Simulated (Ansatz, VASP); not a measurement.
## One calculation of Hf, two programs

INCAR

```
SYSTEM = Hf
PREC = Accurate
ENCUT = 600
EDIFF = 1E-6
ISMEAR = -1
SIGMA = 0.1
LREAL = .FALSE.
LASPH = .TRUE.
NELM = 100
ALGO = Normal
ISIF = 3
LWAVE = .FALSE.
LCHARG = .FALSE.
GGA = PE
IBRION = 2
NSW = 80
EDIFFG = -0.01
```

Contents of KPOINTS:

```
regular mesh
0
G
  11 11 11
  0 0 0
```

POSCAR

```
Hf
1.0
    2.8913220498      0.0000000000      0.0000000000
    0.0000000000      2.8913220498      0.0000000000
    0.0000000000      0.0000000000      2.8913220498
Hf
1
Direct
    0.0000000000      0.0000000000      0.0000000000
```

Input for Ansatz:

```yaml
crystal:
  lattice:
    - [2.8913220498, 0.0, 0.0]
    - [0.0, 2.8913220498, 0.0]
    - [0.0, 0.0, 2.8913220498]
  atoms:
    - { symbol: Hf, position: [0.0, 0.0, 0.0] }
hamiltonian:
  xc: pbe
  pseudopotentials:
    kind: paw
    azcp:
      Hf: "pseudopotentials/Hf.paw.azcp"
basis:
  ecutwfc: 420
  fft_grid_basis: typed
kpoints:
  mp_grid: { grid: [11, 11, 11], shift: [0, 0, 0] }
magnetization:
  spin_polarized: false
scf:
  occupations: { method: fermi_dirac, width: 0.1 }
relax:
  max_steps: 60
  f_tol: 0.01
  cell: {}
```

Alike in both runs: task relaxation of cell and atoms; functional PBE; k mesh 11 × 11 × 11; occupations fermi-dirac, width 0.1 eV; no spin polarisation.

|  | VASP | Ansatz |
| --- | --- | --- |
| version | VASP 6.6.1 | Ansatz 0.2.0 |
| potentials or method | VASP PAW PBE potentials, release 64 (Hf_pv), cutoff 600 eV | plane waves (420 eV) with PAW, scalar-relativistic |
| valence electrons in the cell | 10 | 26 |

|  | VASP | Ansatz | Ansatz less VASP |
| --- | --- | --- | --- |
| relaxed volume (Å³/atom) | 24.73 | 24.83 | +0.097 |
| relaxed length of the cell vector where the two differ most in proportion (Å) | 2.914 | 2.917 | +0.0038 |

VASP's potentials hold 10 valence electrons a cell and Ansatz's 26, so a difference there can come from the potentials and not from the codes.

Spin-orbit coupling is off throughout.
